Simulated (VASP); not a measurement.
SnSe:

```xyz
2
Lattice="0.0000 3.0100 3.0100 3.0100 0.0000 3.0100 3.0100 3.0100 0.0000" Properties=species:S:1:pos:R:3 pbc="T T T"
Sn    0.0000    0.0000    0.0000
Se    3.0100    3.0100    3.0100
```

Program: VASP 6.6.1. Alike in all runs: no spin polarisation; cell as given; k mesh 9 × 9 × 9; cutoff (eV) 520.

Task: Order these runs on this cell by their pressure, lowest first.
A. level LDA; potentials or basis VASP PAW LDA potentials, release 64 (Sn_d, Se); smearing fermi-dirac 0.02 eV
B. level PBE+D3(BJ); potentials or basis VASP PAW PBE potentials, release 64 (Sn_d, Se); smearing fermi-dirac 0.01 eV
C. level PBE; potentials or basis VASP PAW PBE potentials, release 64 (Sn_d, Se); smearing fermi-dirac 0.02 eV

Result: A (-3.2 GPa), B (-1.1 GPa), C (1.0 GPa).
